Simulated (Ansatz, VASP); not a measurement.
**Two plane-wave programs on Rh**

The input INCAR:

```
SYSTEM = Rh
PREC     = Accurate       ! precision mode
ENCUT    = 520            ! plane-wave cutoff, eV
EDIFF    = 1E-6           ! SCF threshold, eV
ISMEAR   = 0              ! smearing method
SIGMA    = 0.15           ! smearing width, eV
LREAL    = .FALSE.        ! projectors in reciprocal space
LASPH    = .TRUE.         ! aspherical terms in the spheres
NELM     = 60             ! most SCF steps
ALGO     = Fast           ! electronic algorithm
ISIF     = 2              ! what is computed and relaxed
LWAVE    = .FALSE.        ! write WAVECAR
LCHARG   = .TRUE.         ! write CHGCAR
GGA      = PE             ! functional
LELF     = .TRUE.         ! ELF
LVHAR    = .TRUE.       
NBANDS   = 14             ! bands
```

KPOINTS

```
regular mesh
0
G
  26 26 26
  0 0 0
```

File POSCAR:

```
Rh
1.0
    0.0000000000      1.8670912766      1.9149654119
    1.8670912766      0.0000000000      1.9149654119
    1.8670912766      1.8670912766      0.0000000000
Rh
1
Direct
    0.0000000000      0.0000000000      0.0000000000
```

Input for Ansatz:

```yaml
crystal:
  lattice:
    - [0.0, 1.8670912766, 1.9149654119]
    - [1.8670912766, 0.0, 1.9149654119]
    - [1.8670912766, 1.8670912766, 0.0]
  atoms:
    - { symbol: Rh, position: [0.0, 0.0, 0.0] }
basis:
  ecutwfc: 420
kpoints:
  mp_grid: { grid: [26, 26, 26] }
hamiltonian:
  xc: pbe
scf:
  occupations: { method: gaussian, width: 0.15 }
output:
  forces: true
  stress: true
  eigenvalues: true
```

Change from the starting cell: strain -0.025 along x and y, +0.000 along z, atoms carried along.

Alike in both runs: task single point; functional PBE; k mesh 26 × 26 × 26; occupations gaussian, width 0.15 eV; no spin polarisation.

|  | VASP | Ansatz |
| --- | --- | --- |
| version | VASP 6.6.1 | Ansatz 0.2.0 |
| potentials or method | VASP PAW PBE potentials, release 64 (Rh_pv), cutoff 520 eV | scalar-relativistic, plane waves, PAW |
| valence electrons in the cell | 15 | 17 |

|  | VASP | Ansatz | Ansatz less VASP |
| --- | --- | --- | --- |
| gap on the k mesh at the Fermi level (eV) | none | none | - |
| pressure (GPa) | 15.1 | 15.0 | -0.02 |
| traceless stress, the component that is largest in VASP (GPa) | -4.61 | -4.62 | -0.012 |

A gap of «none» marks a metal or a gap that the smearing closes. With one functional, cell and mesh, what is left measures potentials, basis and numerics. VASP's potentials hold 15 valence electrons a cell and Ansatz's 17, so a difference there can come from the potentials and not from the codes.
